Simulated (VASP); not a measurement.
Write the native input for VASP 6.6.1 that does the following.

```yaml
Task: single point
Functional: PBE
Potentials_or_basis: VASP PAW PBE potentials, release 64 (Mg)
Cutoff: 520 eV
k_mesh: 16 × 16 × 16
Occupations: gaussian, width 0.1 eV
Spin: no spin polarisation
Dipole_correction: no
Further_INCAR_settings: ALGO = Normal; EDIFF = 1e-07; NBANDS = 7
```

The structure of Mg lies in POSCAR:

```
Mg
1.0
    0.0000000000      2.3054431212      2.3054431212
    2.3054431212      0.0000000000      2.3054431212
    2.3054431212      2.3054431212      0.0000000000
Mg
1
Direct
    0.0000000000      0.0000000000      0.0000000000
```

This cell differs from its parent crystal: volume scaled by 1.06.

These files were run (other wordings do the same):

INCAR

```
ALGO     = Normal         # electronic algorithm
EDIFF    = 1E-7           # SCF threshold, eV
ENCUT    = 520            # plane-wave cutoff, eV
GGA      = PE             # functional
ISIF     = 2              # what is computed and relaxed
ISMEAR   = 0              # smearing method
LASPH    = True           # aspherical terms in the spheres
LCHARG   = True           # write CHGCAR
LELF     = True           # ELF
LREAL    = False          # projectors in reciprocal space
LVHAR    = True         
LWAVE    = False          # write WAVECAR
NBANDS   = 7              # bands
NELM     = 80             # most SCF steps
PREC     = Accurate       # precision mode
SIGMA    = 0.1            # smearing width, eV
```

KPOINTS

```
k-points
0
Gamma
  16 16 16
```

Potentials or basis: VASP PAW PBE potentials, release 64 (Mg).

Launch:

```bash
$ cat potpaw_PBE.64/Mg/POTCAR > POTCAR
$ mpirun -np 1 vasp_std > vasp.out
```

Results of the run:

```yaml
Pressure: -1.9 GPa
Band_gap_on_the_k_mesh: zero (band 1 reaches 3.70 eV, above the bottom of band 2 at 1.00 eV)
```

It took 12 s on 1 thread of Intel Xeon 6975P-C (shared host), peak memory 0.15 GiB.
